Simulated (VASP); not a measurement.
The system is RbPdCl3.

```
Rb Pd Cl
1.0
     4.99968    0.00000    0.00000
     0.00000    4.99968    0.00000
     0.00000    0.00000    4.99968
Rb Pd Cl
1 1 3
Direct
  0.00000 0.00000 0.00000
  0.50000 0.50000 0.50000
  0.00000 0.50000 0.50000
  0.50000 0.00000 0.50000
  0.50000 0.50000 0.00000
```

| Item | Value |
| --- | --- |
| Program | VASP 6.6.1 |
| Task | relaxation of cell and atoms |
| Functional | PBEsol |
| Potentials or basis | VASP PAW PBE potentials, release 64 (Rb_sv, Pd, Cl) |
| Cutoff | 600 eV |
| k mesh | 8 × 8 × 8 |
| Occupations | gaussian, width 0.1 eV |
| Spin | no spin polarisation |

At the start: pressure -2.9 GPa; volume 25.00 Å³/atom.

Problem. Where does the relaxation end?

Solution. Over 3 steps the energy falls by 15.7 meV/atom and the volume is 23.37 Å³/atom (-6.5 %); space group Pm-3m (No. 221, to 0.1 Å) before and after.

Step by step:
| step | energy change (eV) | largest force (eV/Å) | pressure (GPa) | volume (Å³) |
| --- | --- | --- | --- | --- |
| 1 | 0.0000 | 0.0000 | -2.88 | 124.98 |
| 2 | -0.0784 | 0.0000 | -0.09 | 117.04 |
| 3 | -0.0785 | 0.0000 | 0.01 | 116.84 |

Final structure:
```xyz
5
Lattice="4.8887 0.0000 0.0000 0.0000 4.8887 0.0000 0.0000 0.0000 4.8887" Properties=species:S:1:pos:R:3 pbc="T T T"
Rb    0.0000    0.0000    0.0000
Pd    2.4444    2.4444    2.4444
Cl    0.0000    2.4444    2.4444
Cl    2.4444    0.0000    2.4444
Cl    2.4444    2.4444    0.0000
```

Caveat: the PAW data sets were made with another functional, which shifts forces and pressure a little.
